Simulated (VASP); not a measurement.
# NaF2 (P-3m1) in VASP: notebook

The runs below take NaF2 through single point, relaxation of cell and atoms, with PBE.

Program: VASP 6.6.1. These are calculated values, not measurements. Logs are shortened: lines on timing, memory, paths and dates and some standing lists are left out, and cuts for length are marked.

## 1. The cell of the first run

Symmetry: P-3m1, No. 164, trigonal system. The conventional cell has a = 3.644 Å, b = 3.644 Å, c = 3.730 Å, α = 90.00°, β = 90.00°, γ = 120.00°. Within 3.1 Å of Na (site symmetry -3m) lie 6 F at 2.31 Å. Within 3.1 Å of F (site symmetry 3m) lie 3 Na at 2.31 Å and 6 F at 2.78 to 2.84 Å.

## 2. Single point, PBE, collinear spin (atoms taken out)

File INCAR:

```
ALGO = Normal
EDIFF = 1E-6
ENCUT = 520
GGA = PE
ISIF = 2
ISMEAR = 0
ISPIN = 2
LASPH = T
LCHARG = F
LORBIT = 11
LREAL = F
LWAVE = F
MAGMOM = 0 1 1
NBANDS = 22
NELM = 150
PREC = Accurate
SIGMA = 0.1
```

File KPOINTS:

```
k-points
0
Gamma
  6 6 4
```

File POSCAR:

```
NaF2
1.0
    3.6435948142      0.0000000000      0.0000000000
   -1.8217974071      3.1554456702      0.0000000000
    0.0000000000      0.0000000000      3.7301160543
Na F
1 2
Direct
    0.0000000000      0.0000000000      0.0000000000
    0.3333333333      0.6666666667      0.2555236717
    0.6666666667      0.3333333333      0.7444763283
```

Potentials or basis: VASP PAW PBE potentials, release 64 (Na_pv, F).

Started as:

```bash
$ cat potpaw_PBE.64/Na_pv/POTCAR potpaw_PBE.64/F/POTCAR > POTCAR
$ mpirun -np 1 vasp_std > vasp.out
```

OUTCAR:

```text
EDIFF = 1E-6
   ENCUT = 520
   GGA = PE
   ISIF = 2
   ISMEAR = 0
   ISPIN = 2
   LASPH = T
   LORBIT = 11
   LREAL = F
   NELM = 150
   PREC = Accurate

 ion  position               nearest neighbor table
   1  0.000  0.000  0.000-   2 2.31   3 2.31   3 2.31   2 2.31   3 2.31   2 2.31
   2  0.333  0.667  0.256-   1 2.31   1 2.31   1 2.31
   3  0.667  0.333  0.744-   1 2.31   1 2.31   1 2.31

  LATTYP: Found a hexagonal cell.
 ALAT       =     3.6435948142
 C/A-ratio  =     1.0237461201

  Lattice vectors:

 A1 = (   3.6435948142,   0.0000000000,   0.0000000000)
 A2 = (  -1.8217974071,   3.1554456702,   0.0000000000)
 A3 = (   0.0000000000,   0.0000000000,   3.7301160543)

Analysis of symmetry for initial positions (statically):
=====================================================================
 Subroutine PRICEL returns:
 Original cell was already a primitive cell.

 Routine SETGRP: Setting up the symmetry group for a
 hexagonal supercell.

 Subroutine GETGRP returns: Found 12 space group operations
 (whereof 12 operations were pure point group operations)
 out of a pool of 24 trial point group operations.

The static configuration has the point symmetry D_3d.

Analysis of symmetry for dynamics (positions and initial velocities):
=====================================================================
 Subroutine PRICEL returns:
 Original cell was already a primitive cell.

 Routine SETGRP: Setting up the symmetry group for a
 hexagonal supercell.

 Subroutine GETGRP returns: Found 12 space group operations
 (whereof 12 operations were pure point group operations)
 out of a pool of 24 trial point group operations.

The dynamic configuration has the point symmetry D_3d.

Analysis of structural, dynamic, and magnetic symmetry:
=====================================================================
 Subroutine PRICEL returns:
 Original cell was already a primitive cell.

 Routine SETGRP: Setting up the symmetry group for a
 hexagonal supercell.

 Subroutine GETGRP returns: Found 12 space group operations
 (whereof 12 operations were pure point group operations)
 out of a pool of 24 trial point group operations.

The overall configuration has the point symmetry D_3d.

 Subroutine INISYM returns: Found 12 space group operations
 (whereof 12 operations are pure point group operations),
 and found     1 'primitive' translations

----------------------------------------------------------------------------------------

                                     Primitive cell

  volume of cell :      42.8858

  direct lattice vectors                    reciprocal lattice vectors
     3.643594814  0.000000000  0.000000000     0.274454227  0.158456222  0.000000000
    -1.821797407  3.155445670  0.000000000     0.000000000  0.316912444  0.000000000
     0.000000000  0.000000000  3.730116054     0.000000000  0.000000000  0.268088174

  length of vectors
     3.643594814  3.643594814  3.730116054     0.316912444  0.316912444  0.268088174

  position of ions in fractional coordinates (direct lattice)
     0.000000000  0.000000000  0.000000000
     0.333333333  0.666666667  0.255523672
     0.666666667  0.333333333  0.744476328

  ion indices of the primitive-cell ions
   primitive index   ion index
                 1           1
                 2           2
                 3           3

----------------------------------------------------------------------------------------

 KPOINTS: k-points

Automatic generation of k-mesh.
 Grid dimensions read from file:
 generate k-points for:    6    6    4

 Generating k-lattice:

  Cartesian coordinates                     Fractional coordinates (reciprocal lattice)
     0.045742371  0.026409370  0.000000000     0.166666667  0.000000000  0.000000000
     0.000000000  0.052818741  0.000000000     0.000000000  0.166666667  0.000000000
     0.000000000  0.000000000  0.067022043     0.000000000  0.000000000  0.250000000

  Length of vectors
     0.052818741  0.052818741  0.067022043

  Shift w.r.t. Gamma in fractional coordinates (k-lattice)
     0.000000000  0.000000000  0.000000000

 Subroutine IBZKPT returns following result:
 ===========================================

 Found     24 irreducible k-points:

 Following reciprocal coordinates:
            Coordinates               Weight
  0.000000  0.000000  0.000000      1.000000
  0.166667 -0.000000  0.000000      6.000000
  0.333333 -0.000000  0.000000      6.000000
  0.500000 -0.000000  0.000000      3.000000
  0.166667  0.166667  0.000000      6.000000
  0.333333  0.166667  0.000000     12.000000
[... 16 lines left out ...]
  0.333333  0.166667  0.500000     12.000000
  0.333333  0.333333  0.500000      2.000000
   k-points           NKPTS =     24   k-points in BZ     NKDIM =     24   number of bands    NBANDS=     22
   number of dos      NEDOS =    301   number of ions     NIONS =      3
   total plane-waves  NPLWV =  21952
   dimension x,y,z NGX =    28 NGY =   28 NGZ =   28
   dimension x,y,z NGXF=    56 NGYF=   56 NGZF=   56
   ions per type =               1   2
   NGX,Y,Z   is equivalent  to a cutoff of  12.78, 12.78, 12.48 a.u.
   NGXF,Y,Z  is equivalent  to a cutoff of  25.55, 25.55, 24.96 a.u.
 SYSTEM =  unknown system
   PREC   = accura    normal or accurate (medium, high low for compatibility)
   ISTART =      0    job   : 0-new  1-cont  2-samecut
   ICHARG =      2    charge: 1-file 2-atom 10-const
   ISPIN  =      2    spin polarized calculation?
   LNONCOLLINEAR =      F non collinear calculations
   LSORBIT =      F    spin-orbit coupling
   LASPH  =      T    aspherical Exc in radial PAW
   ENCUT  =  520.0 eV  38.22 Ry    6.18 a.u.   6.77  6.77  6.94*2*pi/ulx,y,z
   NELM   =    150;   NELMIN=  2; NELMDL= -5     # of ELM steps
   EDIFF  = 0.1E-05   stopping-criterion for ELM
   LREAL  =      F    real-space projection
   EDIFFG = 0.1E-04   stopping-criterion for IOM
   NSW    =      0    number of steps for IOM
   IBRION =     -1    ionic relax: 0-MD 1-quasi-New 2-CG
   NFREE  =      0    steps in history (QN), initial steepest desc. (CG)
   ISIF   =      2    stress and relaxation
   ISYM   =      2    0-nonsym 1-usesym 2-fastsym
   POTIM  = 0.5000    time-step for ionic-motion
   TEBEG  =    0.0;   TEEND  =   0.0 temperature during run
   PSTRESS=    0.0 pullay stress
   NELECT =      21.0000    total number of electrons
   NUPDOWN=      -1.0000    fix difference up-down
   EMIN   =  10.00;   EMAX   =-10.00  energy-range for DOS
   EFERMI =   0.00;   METHOD = LEGACY
   ISMEAR =     0;   SIGMA  =   0.10  broadening in eV -4-tet -1-fermi 0-gaus
   EFERMI_NEDOS =   21; number of points for ismear=-14 and -15
   IALGO  =     38    algorithm
   IMIX   =      4    mixing-type and parameters
     AMIX     =   0.40;   BMIX     =  1.00
     AMIX_MAG =   1.60;   BMIX_MAG =  1.00
  volume/ion in A,a.u.               =      14.30        96.47
  Fermi-wavevector in a.u.,A,eV,Ry     =   1.290358  2.438423 22.654024  1.665024
  Thomas-Fermi vector in A             =   2.422194
   LORBIT       =     11    0 simple, 1 ext, 2 COOP (PROOUT), +10 PAW based schemes
   GGA     = PE    functional components
   LHFCALC =     F    Hartree Fock is set to
   AEXX    =    0.0000 exact exchange contribution
   IVDW    =     0    specifies the selected vdW correction
   LEPSILON=     F    determine dielectric tensor
   LRPA    =     F    only Hartree local field effects (RPA)
 spin polarized calculation
 Gauss-broadening in eV      SIGMA  =   0.10
  energy-cutoff  :      520.00
  volume of cell :       42.89
 maximum number of plane-waves:      1170
 NGX is ok and might be reduce to    28
   NGX = 13   NGY = 13   NGZ = 13

 number of electron      21.0000012 magnetization       0.9999632

 Free energy of the ion-electron system (eV)
  ---------------------------------------------------
  ext. energy  EPLUGINS =         0.00000000
  ---------------------------------------------------
  free energy    TOTEN  =        -9.82444721 eV

  energy without entropy =       -9.81340005  energy(sigma->0) =       -9.81892363

 E-fermi :  -3.6153     XC(G=0):  -8.4127

 val. band max:       -3.6463332928   @ k =   0.0000   0.0000   0.2500
 cond. band min:      -3.6042689692   @ k =   0.1667   0.1667   0.5000
 fundamental gap:      0.0420643235
 Fermi energy:        -3.6152663521

 spin component 1

 k-point     1 :       0.0000    0.0000    0.0000
  band No.  band energies     occupation
      1     -24.0499      1.00000
      2     -23.5778      1.00000
      3     -22.4374      1.00000
      4     -22.4374      1.00000
      5     -22.3400      1.00000
      6      -5.9984      1.00000
[... 14 lines left out ...]
     21      21.1671      0.00000
     22      21.4989      0.00000
[... 551 lines left out ...]
 k-point    24 :       0.3333    0.3333    0.5000
  band No.  band energies     occupation
      1     -23.8355      1.00000
      2     -23.8355      1.00000
      3     -22.4974      1.00000
      4     -22.3145      1.00000
      5     -22.3145      1.00000
      6      -6.0520      1.00000
[... 14 lines left out ...]
     21      22.7461      0.00000
     22      22.7498      0.00000
 Fermi energy:        -3.6152663521

 spin component 2

 k-point     1 :       0.0000    0.0000    0.0000
  band No.  band energies     occupation
      1     -23.1941      1.00000
      2     -22.9015      1.00000
      3     -22.4399      1.00000
      4     -22.4399      1.00000
      5     -22.1213      1.00000
      6      -4.7651      1.00000
[... 14 lines left out ...]
     21      21.2801      0.00000
     22      21.6565      0.00000
[... 552 lines left out ...]
  band No.  band energies     occupation
      1     -23.1154      1.00000
      2     -23.1154      1.00000
      3     -22.4980      1.00000
      4     -22.1556      1.00000
      5     -22.1556      1.00000
      6      -5.1783      1.00000
[... 14 lines left out ...]
     21      22.8739      0.00000
     22      22.9025      0.00000

------------------------ aborting loop because EDIFF is reached ----------------------------------------

  FORCE on cell =-STRESS in cart. coord.  units (eV):
  Direction    XX          YY          ZZ          XY          YZ          ZX
  --------------------------------------------------------------------------------------
  -------------------------------------------------------------------------------------
  Total        0.0146095      0.0146095     -0.1098698      0.0000000      0.0000000      0.0000000
  in kB        0.5457977      0.5457977     -4.1046458      0.0000000      0.0000000      0.0000000
  external PRESSURE =      -1.0043502 kB  Pullay stress =       0.0000000 kB

 VOLUME and BASIS-vectors are now :
 -----------------------------------------------------------------------------
  energy-cutoff  :      520.00
  volume of cell :       42.89
      direct lattice vectors                 reciprocal lattice vectors
     3.643594814  0.000000000  0.000000000     0.274454227  0.158456222  0.000000000
    -1.821797407  3.155445670  0.000000000     0.000000000  0.316912444  0.000000000
     0.000000000  0.000000000  3.730116054     0.000000000  0.000000000  0.268088174

 POSITION                                       TOTAL-FORCE (eV/Angst)
 -----------------------------------------------------------------------------------
      0.00000      0.00000      0.00000        -0.000000      0.000000      0.000000
     -0.00000      2.10363      0.95313         0.000000     -0.000000      0.006879
      1.82180      1.05182      2.77698        -0.000000      0.000000     -0.006879
 -----------------------------------------------------------------------------------
    total drift:                                0.000000     -0.000000      0.000000

  FREE ENERGIE OF THE ION-ELECTRON SYSTEM (eV)
  ---------------------------------------------------
  free  energy   TOTEN  =        -9.8244472095 eV

  energy  without entropy=       -9.8134000486  energy(sigma->0) =       -9.81892363

 total charge

# of ion       s       p       d       tot
------------------------------------------
    1        0.041   5.986   0.000   6.027
    2        1.747   4.196   0.000   5.943
    3        1.747   4.196   0.000   5.943
--------------------------------------------------
tot          3.535  14.378   0.000  17.912

 magnetization (x)

# of ion       s       p       d       tot
------------------------------------------
    1       -0.002  -0.001   0.000  -0.003
    2        0.002   0.447   0.000   0.450
    3        0.002   0.447   0.000   0.450
--------------------------------------------------
tot          0.003   0.893   0.000   0.896
```

Wall time 25 s (1 thread of Intel Xeon Platinum 8488C (Sapphire Rapids), shared host); peak memory 0.18 GiB.

What came out:

| Item | Value |
| --- | --- |
| Free energy | -9.8244 eV |
| Pressure | -0.1 GPa |
| Largest force | 0.007 eV/Å |
| Band gap on the k mesh | zero (filled and empty bands overlap) |
| Net moment | 1.00 μB per cell |
| Site moments | Na -0.00; F +0.45 μB |
| Valence electrons inside the program's atomic spheres | Na 6.03; F 5.94 |

Forces in eV/Å, atoms in the order of the input:
```
Na   0.000  0.000  0.000
F    0.000  0.000  0.007
F    0.000  0.000 -0.007
```

Stress tensor (GPa, compression positive):
```
 0.05  0.00  0.00
 0.00  0.05  0.00
 0.00  0.00 -0.41
```

Caveat: the k points lie up to 0.42 Å⁻¹ apart, too coarse for converged energies and pressures of a metal; the cell differs from its parent crystal (atoms taken out).

[end of part 1 of 2]
